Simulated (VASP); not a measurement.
# CuO (Cc) in VASP: single point with PBEsol+U

Aim: the single point of CuO with PBEsol+U.

Program: VASP 6.6.1. These are calculated values, not measurements. Logs are shortened: lines on timing, memory, paths and dates and some standing lists are left out, and cuts for length are marked.

## Step 1: The cell of the first run

The structure is monoclinic, space group Cc (No. 9). Conventional cell: a = 4.689 Å, b = 3.427 Å, c = 5.132 Å, α = 90.00°, β = 99.65°, γ = 90.00°. Cu (site symmetry 1) has 4 O at 1.91 to 2.02 Å within 2.5 Å. Within 2.5 Å of O (site symmetry 1) lie 4 Cu at 1.91 to 2.02 Å.

## Step 2: Single point, PBEsol+U, collinear spin

Contents of INCAR:

```
PREC = Accurate
ENCUT = 520
EDIFF = 1E-6
ISMEAR = 0
SIGMA = 0.05
LREAL = False
LASPH = True
NELM = 150
ALGO = Normal
ISIF = 2
LWAVE = False
LCHARG = True
ISPIN = 2
MAGMOM = 0.63 -0.63 0 0
LORBIT = 11
LMAXMIX = 4
LDAU = True
LDAUTYPE = 2
LDAUL = 2 -1
LDAUU = 7 0
LDAUJ = 0 0
LDAUPRINT = 1
GGA = PS
LELF = True
LVHAR = True
NBANDS = 29
```

Contents of KPOINTS:

```
Automatic mesh
0
Gamma
  7 7 4
```

Contents of POSCAR:

```
CuO
1.0
    2.3446497600     -1.7133998200      0.0000000000
    2.3446497600      1.7133998200      0.0000000000
   -0.8605499100      0.0000000000      5.0594394800
Cu O
2 2
Direct
    0.0032000000      0.4968000000      0.0000000000
    0.4968000000      0.0032000000      0.5000000000
    0.5714000000      0.4056000000      0.2537000000
    0.4056000000      0.5714000000      0.7537000000
```

Potentials or basis: VASP PAW PBE potentials, release 64 (Cu, O).

On the command line:

```sh
> cat potpaw_PBE.64/Cu/POTCAR potpaw_PBE.64/O/POTCAR > POTCAR
> mpirun -np 1 vasp_std > vasp.out
```

OUTCAR:

```text
PREC = Accurate
   ENCUT = 520
   EDIFF = 1E-6
   ISMEAR = 0
   LREAL = False
   LASPH = True
   NELM = 150
   ISIF = 2
   ISPIN = 2
   LORBIT = 11
   GGA = PS

 ion  position               nearest neighbor table
   1  0.003  0.497  0.000-   4 1.91   3 1.93   4 1.98   3 2.02
   2  0.497  0.003  0.500-   3 1.91   4 1.93   3 1.98   4 2.02
   3  0.571  0.406  0.254-   2 1.91   1 1.93   2 1.98   1 2.02
   4  0.406  0.571  0.754-   1 1.91   2 1.93   1 1.98   2 2.02

  LATTYP: Found a base centered monoclinic cell.
 ALAT       =     4.6892995200
 B/A-ratio  =     0.7307700490
 C/A-ratio  =     1.0944283419
 COS(beta)  =    -0.1676798045

  Lattice vectors:

 A1 = (   2.3446497600,  -1.7133998200,   0.0000000000)
 A2 = (   2.3446497600,   1.7133998200,   0.0000000000)
 A3 = (  -0.8605499100,   0.0000000000,   5.0594394800)

Analysis of symmetry for initial positions (statically):
=====================================================================
 Subroutine PRICEL returns:
 Original cell was already a primitive cell.

 Routine SETGRP: Setting up the symmetry group for a
 base centered monoclinic supercell.

 Subroutine GETGRP returns: Found  2 space group operations
 (whereof  1 operations were pure point group operations)
 out of a pool of  4 trial point group operations.

The static configuration has the point symmetry C_1 .
 The point group associated with its full space group is C_1h.

Analysis of symmetry for dynamics (positions and initial velocities):
=====================================================================
 Subroutine PRICEL returns:
 Original cell was already a primitive cell.

 Routine SETGRP: Setting up the symmetry group for a
 base centered monoclinic supercell.

 Subroutine GETGRP returns: Found  2 space group operations
 (whereof  1 operations were pure point group operations)
 out of a pool of  4 trial point group operations.

The dynamic configuration has the point symmetry C_1 .
 The point group associated with its full space group is C_1h.

Analysis of structural, dynamic, and magnetic symmetry:
=====================================================================
 Subroutine PRICEL returns:
 Original cell was already a primitive cell.

 Routine SETGRP: Setting up the symmetry group for a
 base centered monoclinic supercell.

 Subroutine GETGRP returns: Found  2 space group operations
 (whereof  1 operations were pure point group operations)
 out of a pool of  4 trial point group operations.

The overall configuration has the point symmetry C_1 .
 The point group associated with its full space group is C_1h.

 Subroutine INISYM returns: Found  2 space group operations
 (whereof  1 operations are pure point group operations),
 and found     1 'primitive' translations

----------------------------------------------------------------------------------------

                                     Primitive cell

  volume of cell :      40.6508

  direct lattice vectors                    reciprocal lattice vectors
     2.344649760 -1.713399820  0.000000000     0.213251467 -0.291817470  0.036271514
[... 149 lines left out ...]
  0.0077  0.0021  0.9787 -0.0032 -0.0001
  0.0408  0.2705 -0.0032  0.6051  0.1234
 -0.0144 -0.0900 -0.0001  0.1234  0.9363

 occupancies and eigenvectors

  o =  0.3620  v =  0.0000  0.0000  0.0000  0.0000  0.0000  0.0902  0.5668 -0.0071 -0.7771  0.2581      0.0000  0.0000  0.0000  0.0000  0.0000  0.0000  0.0000  0.0000  0.0000  0.0000
  o =  0.9653  v =  0.0000  0.0000  0.0000  0.0000  0.0000  0.8528  0.1385 -0.4643  0.1907 -0.0407      0.0000  0.0000  0.0000  0.0000  0.0000  0.0000  0.0000  0.0000  0.0000  0.0000
  o =  0.9672  v =  0.8497  0.0967 -0.4892  0.1704 -0.0197  0.0000  0.0000  0.0000  0.0000  0.0000      0.0000  0.0000  0.0000  0.0000  0.0000  0.0000  0.0000  0.0000  0.0000  0.0000
  o =  0.9755  v = -0.0319 -0.3348 -0.2629 -0.4936 -0.7577  0.0000  0.0000  0.0000  0.0000  0.0000      0.0000  0.0000  0.0000  0.0000  0.0000  0.0000  0.0000  0.0000  0.0000  0.0000
  o =  0.9763  v =  0.0000  0.0000  0.0000  0.0000  0.0000 -0.0219  0.5948  0.3349  0.5770  0.4479      0.0000  0.0000  0.0000  0.0000  0.0000  0.0000  0.0000  0.0000  0.0000  0.0000
  o =  0.9767  v = -0.0662  0.7394  0.1597  0.3022 -0.5762  0.0000  0.0000  0.0000  0.0000  0.0000      0.0000  0.0000  0.0000  0.0000  0.0000  0.0000  0.0000  0.0000  0.0000  0.0000
  o =  0.9773  v =  0.0000  0.0000  0.0000  0.0000  0.0000 -0.1232  0.5213  0.0384  0.0869 -0.8391      0.0000  0.0000  0.0000  0.0000  0.0000  0.0000  0.0000  0.0000  0.0000  0.0000
  o =  0.9829  v = -0.5118  0.1955 -0.8162  0.1147  0.1436  0.0000  0.0000  0.0000  0.0000  0.0000      0.0000  0.0000  0.0000  0.0000  0.0000  0.0000  0.0000  0.0000  0.0000  0.0000
  o =  0.9835  v =  0.0000  0.0000  0.0000  0.0000  0.0000  0.4990 -0.1843  0.8190 -0.1386 -0.1646      0.0000  0.0000  0.0000  0.0000  0.0000  0.0000  0.0000  0.0000  0.0000  0.0000
  o =  1.0303  v = -0.1036 -0.5418 -0.0014  0.7892 -0.2699  0.0000  0.0000  0.0000  0.0000  0.0000      0.0000  0.0000  0.0000  0.0000  0.0000  0.0000  0.0000  0.0000  0.0000  0.0000

atom =   2  type =  1  l = 2

 onsite density matrix

spin component  1

  0.9651 -0.0334 -0.0077 -0.0408  0.0144
 -0.0334  0.7793 -0.0021 -0.2705  0.0900
 -0.0077 -0.0021  0.9787 -0.0032 -0.0001
 -0.0408 -0.2705 -0.0032  0.6051  0.1234
  0.0144  0.0900 -0.0001  0.1234  0.9363

spin component  2

  0.9720  0.0016 -0.0065  0.0061 -0.0012
  0.0016  0.9924  0.0006  0.0231 -0.0077
 -0.0065  0.0006  0.9785  0.0000 -0.0010
  0.0061  0.0231  0.0000  1.0096 -0.0117
 -0.0012 -0.0077 -0.0010 -0.0117  0.9800

 occupancies and eigenvectors

  o =  0.3620  v = -0.0902 -0.5668 -0.0071 -0.7771  0.2581  0.0000  0.0000  0.0000  0.0000  0.0000      0.0000  0.0000  0.0000  0.0000  0.0000  0.0000  0.0000  0.0000  0.0000  0.0000
  o =  0.9653  v =  0.8528  0.1385  0.4643 -0.1907  0.0407  0.0000  0.0000  0.0000  0.0000  0.0000      0.0000  0.0000  0.0000  0.0000  0.0000  0.0000  0.0000  0.0000  0.0000  0.0000
  o =  0.9672  v =  0.0000  0.0000  0.0000  0.0000  0.0000  0.8497  0.0967  0.4892 -0.1704  0.0197      0.0000  0.0000  0.0000  0.0000  0.0000  0.0000  0.0000  0.0000  0.0000  0.0000
  o =  0.9755  v =  0.0000  0.0000  0.0000  0.0000  0.0000  0.0319  0.3348 -0.2629 -0.4936 -0.7577      0.0000  0.0000  0.0000  0.0000  0.0000  0.0000  0.0000  0.0000  0.0000  0.0000
  o =  0.9763  v =  0.0219 -0.5948  0.3349  0.5770  0.4479  0.0000  0.0000  0.0000  0.0000  0.0000      0.0000  0.0000  0.0000  0.0000  0.0000  0.0000  0.0000  0.0000  0.0000  0.0000
  o =  0.9767  v =  0.0000  0.0000  0.0000  0.0000  0.0000  0.0662 -0.7394  0.1597  0.3022 -0.5762      0.0000  0.0000  0.0000  0.0000  0.0000  0.0000  0.0000  0.0000  0.0000  0.0000
  o =  0.9773  v = -0.1232  0.5213 -0.0384 -0.0869  0.8391  0.0000  0.0000  0.0000  0.0000  0.0000      0.0000  0.0000  0.0000  0.0000  0.0000  0.0000  0.0000  0.0000  0.0000  0.0000
  o =  0.9829  v =  0.0000  0.0000  0.0000  0.0000  0.0000 -0.5118  0.1955  0.8162 -0.1147 -0.1436      0.0000  0.0000  0.0000  0.0000  0.0000  0.0000  0.0000  0.0000  0.0000  0.0000
  o =  0.9835  v = -0.4990  0.1843  0.8190 -0.1386 -0.1646  0.0000  0.0000  0.0000  0.0000  0.0000      0.0000  0.0000  0.0000  0.0000  0.0000  0.0000  0.0000  0.0000  0.0000  0.0000
  o =  1.0303  v =  0.0000  0.0000  0.0000  0.0000  0.0000  0.1036  0.5418 -0.0014  0.7892 -0.2699      0.0000  0.0000  0.0000  0.0000  0.0000  0.0000  0.0000  0.0000  0.0000  0.0000

 number of electron      33.9999999 magnetization       0.0000000

 Free energy of the ion-electron system (eV)
  ---------------------------------------------------
  ext. energy  EPLUGINS =         0.00000000
  ---------------------------------------------------
  free energy    TOTEN  =       -17.61238071 eV

  energy without entropy =      -17.61238071  energy(sigma->0) =      -17.61238071

 E-fermi :   4.8545     XC(G=0): -12.0989

 val. band max:        4.6340073043   @ k =   0.0000   0.0000   0.0000
 cond. band min:       5.9327232777   @ k =   0.2857   0.1429   0.5000
 fundamental gap:      1.2987159734
 Fermi energy:         4.8545057573

 spin component 1

 k-point     1 :       0.0000    0.0000    0.0000
  band No.  band energies     occupation
      1     -14.0841      1.00000
      2     -12.6540      1.00000
      3      -3.3388      1.00000
      4      -2.8830      1.00000
      5      -1.0582      1.00000
      6      -0.8087      1.00000
[... 1529 lines left out ...]
     28      23.1764      0.00000
     29      25.0636      0.00000

 [... further k-points ...]

------------------------ aborting loop because EDIFF is reached ----------------------------------------

  FORCE on cell =-STRESS in cart. coord.  units (eV):
  Direction    XX          YY          ZZ          XY          YZ          ZX
  --------------------------------------------------------------------------------------
  -------------------------------------------------------------------------------------
  Total       -1.7671894     -1.3473871     -1.7894352      0.0000000      0.0000000      0.1137228
  in kB      -69.6505566    -53.1048109    -70.5273339      0.0000000      0.0000000      4.4821764
  external PRESSURE =     -64.4275671 kB  Pullay stress =       0.0000000 kB

 VOLUME and BASIS-vectors are now :
 -----------------------------------------------------------------------------
  energy-cutoff  :      520.00
  volume of cell :       40.65
      direct lattice vectors                 reciprocal lattice vectors
     2.344649760 -1.713399820  0.000000000     0.213251467 -0.291817470  0.036271514
     2.344649760  1.713399820  0.000000000     0.213251467  0.291817470  0.036271514
    -0.860549910  0.000000000  5.059439480     0.000000000  0.000000000  0.197650353

 POSITION                                       TOTAL-FORCE (eV/Angst)
 -----------------------------------------------------------------------------------
      1.17232      0.84573      0.00000        -0.585257      0.258846      0.260809
      0.74205     -0.84573      2.52972        -0.585257     -0.258846      0.260809
      2.07240     -0.28408      1.28358         0.585257      0.138946     -0.260809
      1.64213      0.28408      3.81330         0.585257     -0.138946     -0.260809
 -----------------------------------------------------------------------------------
    total drift:                               -0.000611      0.000000     -0.000323

  FREE ENERGIE OF THE ION-ELECTRON SYSTEM (eV)
  ---------------------------------------------------
  free  energy   TOTEN  =       -17.6123807140 eV

  energy  without entropy=      -17.6123807140  energy(sigma->0) =      -17.61238071

 total charge

# of ion       s       p       d       tot
------------------------------------------
    1        0.379   0.397   9.175   9.950
    2        0.379   0.397   9.175   9.950
    3        1.552   3.421   0.000   4.973
    4        1.552   3.421   0.000   4.973
--------------------------------------------------
tot          3.862   7.637  18.349  29.848

 magnetization (x)

# of ion       s       p       d       tot
------------------------------------------
    1       -0.005  -0.005   0.668   0.657
    2        0.005   0.005  -0.668  -0.657
    3       -0.000  -0.003   0.000  -0.003
    4        0.000   0.003   0.000   0.003
--------------------------------------------------
tot          0.000   0.000   0.000   0.000
```

Wall time 2 min (1 thread of Intel Xeon Platinum 8259CL at 2.50GHz (Skylake/Cascade Lake), shared host); peak memory 0.24 GiB.

Results:

| Quantity | Value |
| --- | --- |
| Free energy | -17.6124 eV |
| Pressure | -6.4 GPa |
| Largest force | 0.691 eV/Å |
| Band gap on the k mesh | 1.30 eV (least direct gap 1.52 eV) |
| Net moment | 0.00 μB per cell |
| Site moments | Cu +0.66, -0.66; O -0.00, +0.00 μB |
| Valence electrons inside the program's atomic spheres | Cu 9.95; O 4.97 |

Forces on the atoms (eV/Å):
```
Cu  -0.585  0.259  0.261
Cu  -0.585 -0.259  0.261
O    0.585  0.139 -0.261
O    0.585 -0.139 -0.261
```

Stress tensor (GPa, compression positive):
```
-6.97  0.00  0.45
 0.00 -5.31  0.00
 0.45  0.00 -7.05
```

Eigenvalues of the final occupation matrices:
```
    site  spin  trace               eigenvalues
site 1 d     1   4.93  0.97 0.98 0.98 0.98 1.03
site 1 d     2   4.26  0.36 0.97 0.98 0.98 0.98
site 2 d     1   4.26  0.36 0.97 0.98 0.98 0.98
site 2 d     2   4.93  0.97 0.98 0.98 0.98 1.03
```

Caveat: the cell stands under tension; the PAW data sets were made with another functional, which shifts forces and pressure a little; an odd mesh through Γ misses points on the zone boundary, where band edges can lie.
